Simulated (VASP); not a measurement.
Cu, 1 atom in the cell. Symmetry: Fm-3m, No. 225, cubic system. Conventional cell: a = 3.531 Å, b = 3.531 Å, c = 3.531 Å, α = 90.00°, β = 90.00°, γ = 90.00°. Within 3.3 Å of Cu (site symmetry m-3m) lie 12 Cu at 2.50 Å. 

- Program: VASP 6.6.1
- Task: single point
- Functional: PBEsol
- Potentials or basis: VASP PAW PBE potentials, release 64 (Cu)
- Cutoff: 600 eV
- k mesh: 21 × 21 × 21
- Occupations: fermi-dirac, width 0.1 eV
- Spin: no spin polarisation
- Dipole correction: no
- Further INCAR settings: ALGO = Normal; EDIFF = 1e-06; NBANDS = 12

Potentials or basis: VASP PAW PBE potentials, release 64 (Cu).

Command:

```sh
$ cat potpaw_PBE.64/Cu/POTCAR > POTCAR
$ mpirun -np 1 vasp_std > vasp.out
```

Hardware: 1 thread of Intel(R) Xeon(R) Platinum 8488C (Sapphire Rapids), on a shared host.

**Question.** How long does it take, and how much memory?

**Answer.** It took 24 s on 1 thread of Intel(R) Xeon(R) Platinum 8488C (Sapphire Rapids) (shared host), peak memory 0.16 GiB. Counts: scf iterations 11, k points 286.
